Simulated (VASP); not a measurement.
# SnO: single point with PBEsol

The system is SnO.

```xyz
4
Lattice="3.3550 0.0000 0.0000 0.0000 5.6741 0.0000 0.0000 0.0000 4.2220" Properties=species:S:1:pos:R:3 pbc="T T T"
Sn    0.0000    1.3159    2.1665
Sn    1.6775    4.3582    0.0555
O     0.0000    5.0570    3.1110
O     1.6775    0.6171    1.0000
```

```json
{"Program": "VASP 6.6.1", "Task": "single point", "Functional": "PBEsol", "Potentials or basis": "VASP PAW PBE potentials, release 64 (Sn_d, O)", "Cutoff": "520 eV", "k mesh": "6 × 4 × 4", "Occupations": "gaussian, width 0.01 eV", "Spin": "no spin polarisation", "Dipole correction": "no", "Further INCAR settings": "ALGO = Normal; EDIFF = 1e-06; NBANDS = 28"}
```

The pressure is -2.9 GPa and the largest force is 0.351 eV/Å. The band gap on the k mesh is 1.58 eV, indirect (least direct gap 2.33 eV).

Forces on the atoms (eV/Å):
```
Sn   0.000 -0.337 -0.097
Sn   0.000  0.337 -0.097
O    0.000  0.120  0.097
O    0.000 -0.120  0.097
```

Stress tensor (GPa, compression positive):
```
-3.53  0.00  0.00
 0.00 -2.58  0.00
 0.00  0.00 -2.55
```

Levels at points of the mesh, in eV from the valence-band top:
```
           k point  band 16  band 17  band 18  band 19  band 20  band 21  band 22  band 23  band 24  band 25
(0.00, 0.00, 0.00)    -3.83    -3.50    -2.64    -2.05     0.00     2.60     3.10     5.81     5.86     8.00
(0.50, 0.00, 0.00)    -4.48    -2.58    -2.58    -1.25    -1.25     2.53     2.53     5.48     5.48     6.52
(0.00, 0.50, 0.00)    -4.07    -3.80    -2.66    -1.59    -1.37     3.27     3.86     4.79     4.97     6.86
(0.50, 0.50, 0.00)    -4.33    -2.65    -2.65    -0.91    -0.91     1.83     1.83     6.23     6.23     7.08
(0.00, 0.00, 0.50)    -3.43    -3.20    -3.20    -1.66    -1.66     2.61     2.61     5.17     5.17     7.91
(0.50, 0.00, 0.50)    -4.08    -3.15    -3.15    -1.08    -1.08     2.06     2.06     4.55     4.55     6.82
(0.00, 0.50, 0.50)    -3.19    -2.92    -2.92    -1.51    -1.51     1.87     1.87     5.92     5.92     7.80
(0.50, 0.50, 0.50)    -4.22    -3.43    -3.43    -0.43    -0.43     2.38     2.38     4.10     4.10     6.05
```

Run time: 59 s on 1 thread of Intel(R) Xeon(R) Platinum 8259CL CPU @ 2.50GHz (Skylake/Cascade Lake) (shared host), peak memory 0.22 GiB.

Caveat: the PAW data sets were made with another functional, which shifts forces and pressure a little; spin-orbit coupling is left out, which moves the levels of the heavy elements. A k mesh can miss the band edges.
